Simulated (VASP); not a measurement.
Runs of VASP 6.6.1 on Ni. The structure is that of space group P6_3/mmc (No. 194), or close to it. The cells are those of the table. This isn't the form of Ni at room conditions, which is fcc.

```tsv
task	cell	k mesh	cutoff (eV)	gap on the mesh (eV)	pressure (GPa)
single point	a = 2.491, b = 2.491, c = 8.168 Å, angles 90.0, 90.0, 120.0°, 4 atoms	16 × 16 × 5	520	none	7.9
single point	a = 2.558, b = 2.558, c = 8.389 Å, angles 90.0, 90.0, 120.0°, 4 atoms	16 × 16 × 5	520	none	-5.8
relaxation of cell and atoms	relaxed from a = 2.492, b = 2.492, c = 8.138 Å, angles 90.0, 90.0, 120.0°, 4 atoms	14 × 14 × 4	600	-	0.1
single point	a = 2.456, b = 2.456, c = 8.053 Å, angles 90.0, 90.0, 120.0°, 4 atoms	16 × 16 × 5	520	none	(b)
single point	a = 2.525, b = 2.525, c = 8.280 Å, angles 90.0, 90.0, 120.0°, 4 atoms	14 × 14 × 4	520	none	(a)
single point	a = 2.591, b = 2.591, c = 8.495 Å, angles 90.0, 90.0, 120.0°, 4 atoms	16 × 16 × 5	520	none	-10.4
single point	a = 2.525, b = 2.525, c = 8.280 Å, angles 90.0, 90.0, 120.0°, 4 atoms	16 × 16 × 5	520	none	0.3
```

Alike in all rows: level BLYP; potentials or basis VASP PAW PBE potentials, release 64 (Ni); no spin polarisation; smearing fermi-dirac 0.1 eV.

Fill in the values left out.

(a) 0.2; (b) 17.6.

Caveats: the PAW data sets were made with another functional, which shifts forces and pressure a little; the run has no spin polarisation, though such a crystal can be magnetic; the cell stands under pressure (at least some runs); the cell stands under tension (at least some runs); the highest band is partly filled, so the run has too few bands (at least some runs).

A gap of «none» marks levels without a gap at the run's occupations.
